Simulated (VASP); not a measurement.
Set up this calculation in VASP 6.6.1, as the native input.

```yaml
Task: single point
Functional: PBE
Potentials_or_basis: VASP PAW PBE potentials, release 64 (As)
Cutoff: 520 eV
k_mesh: 8 × 8 × 6
Occupations: fermi-dirac, width 0.02 eV
Spin: no spin polarisation
Dipole_correction: no
Further_INCAR_settings: ALGO = Normal; EDIFF = 1e-07; NBANDS = 18
```

The structure of As lies in POSCAR:

```
As
1.0
    1.8338257587     -5.5608500978      0.0000000000
    1.8338257587      5.5608500978      0.0000000000
    0.0000000000      0.0000000000      4.5917972154
As
4
Direct
    0.1075954018      0.8924045982      0.0687841447
    0.6075954018      0.3924045982      0.4312158553
    0.8924045982      0.1075954018      0.9312158553
    0.3924045982      0.6075954018      0.5687841447
```

These files were run (other wordings do the same):

INCAR

```
PREC = Accurate
ENCUT = 520
EDIFF = 1E-7
ISMEAR = -1
SIGMA = 0.02
LREAL = False
LASPH = True
NELM = 60
ALGO = Normal
ISIF = 2
LWAVE = False
LCHARG = False
GGA = PE
NBANDS = 18
```

KPOINTS

```
regular mesh
0
Gamma
  8 8 6
```

Potentials or basis: VASP PAW PBE potentials, release 64 (As).

Launch:

```sh
$ cat potpaw_PBE.64/As/POTCAR > POTCAR
$ mpirun -np 1 vasp_std > vasp.out
```

Results of the run:

The pressure is 3.0 GPa. The largest force is 0.379 eV/Å.

Run time: 2.4 min on 1 thread of Intel(R) Xeon(R) Platinum 8259CL CPU @ 2.50GHz (Skylake/Cascade Lake) (shared host), peak memory 0.33 GiB.
